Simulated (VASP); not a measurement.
Input of a VASP 6.6.1 run:

Contents of INCAR:

```
SYSTEM = Si2Ni
PREC = Accurate ; ENCUT = 520
EDIFF = 1E-7 ; ISMEAR = -1
SIGMA = 0.05 ; LREAL = .FALSE.
LASPH = .TRUE. ; NELM = 150
ALGO = Normal ; ISIF = 2
LWAVE = .FALSE. ; LCHARG = .FALSE.
ISPIN = 2 ; MAGMOM = 2 0 0
LORBIT = 11 ; NUPDOWN = 2.0
LMAXMIX = 4 ; GGA = PE
NBANDS = 20
```

KPOINTS

```
regular mesh
0
G
  7 7 7
  0 0 0
```

File POSCAR:

```
Si2Ni
1.0
    0.0000000000      2.7030000000      2.7030000000
    2.7030000000      0.0000000000      2.7030000000
    2.7030000000      2.7030000000      0.0000000000
Ni Si
1 2
Direct
    0.0000000000      0.0000000000      0.0000000000
    0.7500000000      0.7500000000      0.7500000000
    0.2500000000      0.2500000000      0.2500000000
```

Potentials or basis: VASP PAW PBE potentials, release 64 (Ni, Si).

Command:

```console
$ cat potpaw_PBE.64/Ni/POTCAR potpaw_PBE.64/Si/POTCAR > POTCAR
$ mpirun -np 1 vasp_std > vasp.out
```

**Question.** Predict the pressure.

**Answer.** 14.9 GPa.

Caveat: the total moment is fixed, so each spin has its own Fermi level.
